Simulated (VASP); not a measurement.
Wanted: the native input for a VASP 6.6.1 run.

- Task: single point
- Functional: PBE
- Potentials or basis: VASP PAW PBE potentials, release 64 (Mg, Cd, Se)
- Cutoff: 520 eV
- k mesh: 4 × 4 × 4
- Occupations: gaussian, width 0.1 eV
- Spin: no spin polarisation
- Dipole correction: no
- Further INCAR settings: ALGO = Normal; EDIFF = 1e-06; NBANDS = 41

The structure of MgCd3Se4 lies in POSCAR:

```
MgCd3Se4
1.0
    6.1427644000      0.0000000000      0.0000000000
    0.0000000000      6.1427644000      0.0000000000
    0.0000000000      0.0000000000      6.1427644000
Mg Cd Se
1 3 4
Direct
    0.0000000000      0.0000000000      0.0000000000
    0.0000000000      0.5000000000      0.5000000000
    0.5000000000      0.0000000000      0.5000000000
    0.5000000000      0.5000000000      0.0000000000
    0.7553240000      0.7553240000      0.2446760000
    0.7553240000      0.2446760000      0.7553240000
    0.2446760000      0.7553240000      0.7553240000
    0.2446760000      0.2446760000      0.2446760000
```

These files were run (other wordings do the same):

INCAR

```
PREC = Accurate ; ENCUT = 520
EDIFF = 1E-6 ; ISMEAR = 0
SIGMA = 0.1 ; LREAL = F
LASPH = T ; NELM = 100
ALGO = Normal ; ISIF = 2
LWAVE = F ; LCHARG = T
GGA = PE ; LELF = T
LVHAR = T ; NBANDS = 41
```

KPOINTS

```
Automatic mesh
0
Gamma
  4 4 4
```

Potentials or basis: VASP PAW PBE potentials, release 64 (Mg, Cd, Se).

Launch:

```console
$ cat potpaw_PBE.64/Mg/POTCAR potpaw_PBE.64/Cd/POTCAR potpaw_PBE.64/Se/POTCAR > POTCAR
$ mpirun -np 1 vasp_std > vasp.out
```

Results of the run:

* Pressure: 0.2 GPa
* Largest force: 0.033 eV/Å
* Band gap on the k mesh: 0.99 eV, direct

Wall time 54 s on 1 thread of Intel(R) Xeon(R) 6975P-C (Granite Rapids), with other jobs on the host, peak memory 0.36 GiB.
